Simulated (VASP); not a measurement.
# CoO (Fm-3m) in VASP: further runs

The runs below take CoO through single point, with PBE.

All numbers are computed with VASP 6.6.1; they aren't measurements. Logs are shortened: lines on timing, memory, paths and dates and some standing lists are left out, and cuts for length are marked.

## Step 1: The cell of the first run

It takes space group Fm-3m (No. 225, cubic). The conventional cell has a = 4.046 Å, b = 4.046 Å, c = 4.046 Å, α = 90.00°, β = 90.00°, γ = 90.00°. Co (site symmetry m-3m) has 6 O at 2.02 Å within 2.7 Å. Within 2.7 Å of O (site symmetry m-3m) lie 6 Co at 2.02 Å.

## Step 2: Single point, PBE (volume scaled by 0.960)

INCAR

```
  PREC = Accurate
  ENCUT = 520
  EDIFF = 1E-6
  ISMEAR = 0
  SIGMA = 0.05
  LREAL = F
  LASPH = T
  NELM = 80
  ALGO = Normal
  ISIF = 2
  LWAVE = F
  LCHARG = T
  GGA = PE
  LELF = T
  LVHAR = T
  NBANDS = 14
```

KPOINTS

```
Automatic mesh
0
Gamma
  14 14 14
```

POSCAR

```
CoO
1.0
    0.0000000000      2.0231768845      2.0231768845
    2.0231768845      0.0000000000      2.0231768845
    2.0231768845      2.0231768845      0.0000000000
Co O
1 1
Direct
    0.0000000000      0.0000000000      0.0000000000
    0.5000000000      0.5000000000      0.5000000000
```

Potentials or basis: VASP PAW PBE potentials, release 64 (Co, O).

The run is started by

```console
cat potpaw_PBE.64/Co/POTCAR potpaw_PBE.64/O/POTCAR > POTCAR
mpirun -np 1 vasp_std > vasp.out
```

OUTCAR:

```text
PREC = Accurate
   ENCUT = 520
   EDIFF = 1E-6
   ISMEAR = 0
   LREAL = F
   LASPH = T
   NELM = 80
   ISIF = 2
   GGA = PE

 ion  position               nearest neighbor table
   1  0.000  0.000  0.000-   2 2.02   2 2.02   2 2.02   2 2.02   2 2.02   2 2.02
   2  0.500  0.500  0.500-   1 2.02   1 2.02   1 2.02   1 2.02   1 2.02   1 2.02

  LATTYP: Found a face centered cubic cell.
 ALAT       =     4.0463537690

  Lattice vectors:

 A1 = (   0.0000000000,   2.0231768845,   2.0231768845)
 A2 = (   2.0231768845,   0.0000000000,   2.0231768845)
 A3 = (   2.0231768845,   2.0231768845,   0.0000000000)

Analysis of symmetry for initial positions (statically):
=====================================================================
 Subroutine PRICEL returns:
 Original cell was already a primitive cell.

 Routine SETGRP: Setting up the symmetry group for a
 face centered cubic supercell.

 Subroutine GETGRP returns: Found 48 space group operations
 (whereof 48 operations were pure point group operations)
 out of a pool of 48 trial point group operations.

The static configuration has the point symmetry O_h .

Analysis of symmetry for dynamics (positions and initial velocities):
=====================================================================
 Subroutine PRICEL returns:
 Original cell was already a primitive cell.

 Routine SETGRP: Setting up the symmetry group for a
 face centered cubic supercell.

 Subroutine GETGRP returns: Found 48 space group operations
 (whereof 48 operations were pure point group operations)
 out of a pool of 48 trial point group operations.

The dynamic configuration has the point symmetry O_h .

 Subroutine INISYM returns: Found 48 space group operations
 (whereof 48 operations are pure point group operations),
 and found     1 'primitive' translations

----------------------------------------------------------------------------------------

                                     Primitive cell

  volume of cell :      16.5627

  direct lattice vectors                    reciprocal lattice vectors
     0.000000000  2.023176885  2.023176885    -0.247136078  0.247136078  0.247136078
     2.023176885  0.000000000  2.023176885     0.247136078 -0.247136078  0.247136078
     2.023176885  2.023176885  0.000000000     0.247136078  0.247136078 -0.247136078

  length of vectors
     2.861204189  2.861204189  2.861204189     0.428052243  0.428052243  0.428052243

  position of ions in fractional coordinates (direct lattice)
     0.000000000  0.000000000  0.000000000
     0.500000000  0.500000000  0.500000000

  ion indices of the primitive-cell ions
   primitive index   ion index
                 1           1
                 2           2

----------------------------------------------------------------------------------------

 KPOINTS: Automatic mesh

Automatic generation of k-mesh.
 Grid dimensions read from file:
 generate k-points for:   14   14   14

 Generating k-lattice:

  Cartesian coordinates                     Fractional coordinates (reciprocal lattice)
    -0.017652577  0.017652577  0.017652577     0.071428571  0.000000000  0.000000000
     0.017652577 -0.017652577  0.017652577     0.000000000  0.071428571  0.000000000
     0.017652577  0.017652577 -0.017652577     0.000000000  0.000000000  0.071428571

  Length of vectors
     0.030575160  0.030575160  0.030575160

  Shift w.r.t. Gamma in fractional coordinates (k-lattice)
     0.000000000  0.000000000  0.000000000

 Subroutine IBZKPT returns following result:
 ===========================================

 Found    104 irreducible k-points:

 Following reciprocal coordinates:
            Coordinates               Weight
  0.000000  0.000000  0.000000      1.000000
  0.071429  0.000000  0.000000      8.000000
  0.142857  0.000000  0.000000      8.000000
  0.214286  0.000000  0.000000      8.000000
  0.285714  0.000000  0.000000      8.000000
  0.357143  0.000000  0.000000      8.000000
[... 16 lines left out ...]
  0.214286  0.142857  0.000000     24.000000
  0.285714  0.142857  0.000000     24.000000
 [... further k-points ...]
   k-points           NKPTS =    104   k-points in BZ     NKDIM =    104   number of bands    NBANDS=     14
   number of dos      NEDOS =    301   number of ions     NIONS =      2
   total plane-waves  NPLWV =  13824
   dimension x,y,z NGX =    24 NGY =   24 NGZ =   24
   dimension x,y,z NGXF=    48 NGYF=   48 NGZF=   48
   ions per type =               1   1
   NGX,Y,Z   is equivalent  to a cutoff of  13.94, 13.94, 13.94 a.u.
   NGXF,Y,Z  is equivalent  to a cutoff of  27.89, 27.89, 27.89 a.u.
 SYSTEM =  unknown system
   PREC   = accura    normal or accurate (medium, high low for compatibility)
   ISTART =      0    job   : 0-new  1-cont  2-samecut
   ICHARG =      2    charge: 1-file 2-atom 10-const
   ISPIN  =      1    spin polarized calculation?
   LNONCOLLINEAR =      F non collinear calculations
   LSORBIT =      F    spin-orbit coupling
   LASPH  =      T    aspherical Exc in radial PAW
   ENCUT  =  520.0 eV  38.22 Ry    6.18 a.u.   5.32  5.32  5.32*2*pi/ulx,y,z
   NELM   =     80;   NELMIN=  2; NELMDL= -5     # of ELM steps
   EDIFF  = 0.1E-05   stopping-criterion for ELM
   LREAL  =      F    real-space projection
   EDIFFG = 0.1E-04   stopping-criterion for IOM
   NSW    =      0    number of steps for IOM
   IBRION =     -1    ionic relax: 0-MD 1-quasi-New 2-CG
   NFREE  =      0    steps in history (QN), initial steepest desc. (CG)
   ISIF   =      2    stress and relaxation
   ISYM   =      2    0-nonsym 1-usesym 2-fastsym
   POTIM  = 0.5000    time-step for ionic-motion
   TEBEG  =    0.0;   TEEND  =   0.0 temperature during run
   PSTRESS=    0.0 pullay stress
   NELECT =      15.0000    total number of electrons
   NUPDOWN=      -1.0000    fix difference up-down
   EMIN   =  10.00;   EMAX   =-10.00  energy-range for DOS
   EFERMI =   0.00;   METHOD = LEGACY
   ISMEAR =     0;   SIGMA  =   0.05  broadening in eV -4-tet -1-fermi 0-gaus
   EFERMI_NEDOS =   21; number of points for ismear=-14 and -15
   IALGO  =     38    algorithm
   IMIX   =      4    mixing-type and parameters
     AMIX     =   0.40;   BMIX     =  1.00
     AMIX_MAG =   1.60;   BMIX_MAG =  1.00
  volume/ion in A,a.u.               =       8.28        55.89
  Fermi-wavevector in a.u.,A,eV,Ry     =   1.583901  2.993139 34.133517  2.508743
  Thomas-Fermi vector in A             =   2.683601
   LORBIT       =      0    0 simple, 1 ext, 2 COOP (PROOUT), +10 PAW based schemes
   GGA     = PE    functional components
   LHFCALC =     F    Hartree Fock is set to
   AEXX    =    0.0000 exact exchange contribution
   IVDW    =     0    specifies the selected vdW correction
   LEPSILON=     F    determine dielectric tensor
   LRPA    =     F    only Hartree local field effects (RPA)
 non-spin polarized calculation
 Gauss-broadening in eV      SIGMA  =   0.05
  energy-cutoff  :      520.00
  volume of cell :       16.56
 maximum number of plane-waves:       459
 NGX is ok and might be reduce to    24
   NGX = 11   NGY = 11   NGZ = 11

 number of electron      15.0000000 magnetization

 Free energy of the ion-electron system (eV)
  ---------------------------------------------------
  ext. energy  EPLUGINS =         0.00000000
  ---------------------------------------------------
  free energy    TOTEN  =       -12.69579431 eV

  energy without entropy =      -12.69352003  energy(sigma->0) =      -12.69465717

 E-fermi :  10.1419     XC(G=0): -13.3307

 val. band max:       10.1416600665   @ k =   0.5000   0.4286   0.0000
 cond. band min:      10.1488726429   @ k =  -0.4286   0.5000   0.0714
 fundamental gap:      0.0072125764
 Fermi energy:        10.1418721349

 k-point     1 :       0.0000    0.0000    0.0000
  band No.  band energies     occupation
      1     -11.7256      2.00000
      2       6.0873      2.00000
      3       6.0873      2.00000
      4       6.0873      2.00000
      5       8.2550      2.00000
      6       8.2550      2.00000
      7       8.2550      2.00000
      8       8.7567      2.00000
      9       8.7568      2.00000
     10      12.2715      0.00000
     11      27.5746      0.00000
     12      29.9945      0.00000
     13      29.9945      0.00000
     14      29.9945      0.00000

 k-point     2 :       0.0714    0.0000    0.0000
  band No.  band energies     occupation
      1     -11.6582      2.00000
      2       5.6441      2.00000
      3       5.8438      2.00000
      4       5.8438      2.00000
      5       8.3273      2.00000
      6       8.3274      2.00000
      7       8.3789      2.00000
      8       9.0139      2.00000
      9       9.0140      2.00000
     10      12.6100      0.00000
     11      26.7595      0.00000
     12      29.8659      0.00000
     13      29.8659      0.00000
     14      30.4639      0.00000

 k-point     3 :       0.1429    0.0000    0.0000
  band No.  band energies     occupation
      1     -11.4648      2.00000
      2       4.6517      2.00000
      3       5.3230      2.00000
      4       5.3230      2.00000
      5       8.4899      2.00000
      6       8.4900      2.00000
      7       8.5996      2.00000
      8       9.6174      2.00000
      9       9.6174      2.00000
     10      13.4377      0.00000
     11      25.2313      0.00000
     12      29.3065      0.00000
     13      29.3065      0.00000
     14      31.1226      0.00000
[... 324 lines left out ...]
 k-point    23 :       0.2143    0.1429    0.0000
  band No.  band energies     occupation
      1     -11.1862      2.00000
      2       3.4205      2.00000
      3       5.1362      2.00000
      4       5.2314      2.00000
      5       7.9682      2.00000
      6       8.9314      2.00000
      7       9.1725      2.00000
      8       9.3578      2.00000
      9      10.2056      0.07159
     10      14.8384      0.00000
     11      24.6197      0.00000
     12      27.1765      0.00000
     13      28.0974      0.00000
     14      29.1034      0.00000

 k-point    24 :       0.2857    0.1429    0.0000
  band No.  band energies     occupation
      1     -10.9037      2.00000
      2       2.7308      2.00000
      3       4.5220      2.00000
      4       4.7953      2.00000
      5       8.1396      2.00000
      6       9.1259      2.00000
      7       9.3706      2.00000
      8       9.8803      2.00000
      9      10.7206      0.00000
     10      15.7081      0.00000
     11      23.3140      0.00000
     12      25.7894      0.00000
     13      27.4466      0.00000
     14      29.9241      0.00000

 [... further k-points ...]
[... 5 lines left out ...]
  --------------------------------------------------------------------------------------
  -------------------------------------------------------------------------------------
  Total        1.0578073      1.0578073      1.0578073      0.0000000      0.0000000     -0.0000000
  in kB      102.3258998    102.3258998    102.3258998      0.0000000      0.0000000     -0.0000000
  external PRESSURE =     102.3258998 kB  Pullay stress =       0.0000000 kB

 VOLUME and BASIS-vectors are now :
 -----------------------------------------------------------------------------
  energy-cutoff  :      520.00
  volume of cell :       16.56
      direct lattice vectors                 reciprocal lattice vectors
     0.000000000  2.023176885  2.023176885    -0.247136078  0.247136078  0.247136078
     2.023176885  0.000000000  2.023176885     0.247136078 -0.247136078  0.247136078
     2.023176885  2.023176885  0.000000000     0.247136078  0.247136078 -0.247136078

 POSITION                                       TOTAL-FORCE (eV/Angst)
 -----------------------------------------------------------------------------------
      0.00000      0.00000      0.00000         0.000000     -0.000000     -0.000000
      2.02318      2.02318      2.02318         0.000000      0.000000      0.000000
 -----------------------------------------------------------------------------------
    total drift:                                0.000000     -0.000000     -0.000000

  FREE ENERGIE OF THE ION-ELECTRON SYSTEM (eV)
  ---------------------------------------------------
  free  energy   TOTEN  =       -12.6957943086 eV

  energy  without entropy=      -12.6935200318  energy(sigma->0) =      -12.69465717
```

It took 23 s on 1 thread of AMD EPYC 7R13, shared host; peak memory 0.16 GiB.

Results:

```
Free energy : -12.6958 eV
Pressure    : 10.2 GPa
```

Caveat: an odd number of electrons without spin polarisation forces a metal; a magnetic or distorted state may lie lower; the run has no spin polarisation, though such a crystal can be magnetic; semilocal functionals often make such compounds metallic where correlation or magnetic order opens a gap, which also shifts bond lengths. Spin polarisation is off, so any magnetic state and its effect on volume and gap are missing.

## Step 3: Single point, PBE (volume scaled by 0.980)

INCAR

```
SYSTEM = CoO
ALGO = Normal
EDIFF = 1E-6
ENCUT = 520
GGA = PE
ISIF = 2
ISMEAR = 0
LASPH = .TRUE.
LCHARG = .FALSE.
LREAL = .FALSE.
LWAVE = .FALSE.
NBANDS = 14
NELM = 100
PREC = Accurate
SIGMA = 0.05
```

KPOINTS

```
k-points
0
G
  14 14 14
  0 0 0
```

POSCAR

```
CoO
1.0
    0.0000000000      2.0371302694      2.0371302694
    2.0371302694      0.0000000000      2.0371302694
    2.0371302694      2.0371302694      0.0000000000
Co O
1 1
Direct
    0.0000000000      0.0000000000      0.0000000000
    0.5000000000      0.5000000000      0.5000000000
```

Potentials or basis: VASP PAW PBE potentials, release 64 (Co, O).

The run is started by

```console
cat potpaw_PBE.64/Co/POTCAR potpaw_PBE.64/O/POTCAR > POTCAR
mpirun -np 1 vasp_std > vasp.out
```

Wall time 24 s (1 thread of AMD EPYC 7R13, shared host); peak memory 0.16 GiB.

Results (log left out):

```yaml
Free_energy: -12.7125 eV
Pressure: 4.9 GPa
```

Levels at points of the mesh, in eV from the Fermi level:
```csv
k point,band 4,band 5,band 6,band 7,band 8,band 9,band 10,band 11,band 12,band 13
"(0.00, 0.00, 0.00)",-3.95,-1.81,-1.81,-1.81,-1.32,-1.32,2.01,17.39,19.69,19.69
"(0.50, 0.00, 0.00)",-6.37,-0.68,-0.68,-0.31,1.83,1.83,5.58,10.87,14.77,14.77
"(0.50, 0.50, 0.00)",-5.26,-3.15,-0.79,-0.31,-0.31,-0.07,7.41,10.72,12.98,17.65
```

Caveat: an odd number of electrons without spin polarisation forces a metal; a magnetic or distorted state may lie lower; the run has no spin polarisation, though such a crystal can be magnetic; semilocal functionals often make such compounds metallic where correlation or magnetic order opens a gap, which also shifts bond lengths.
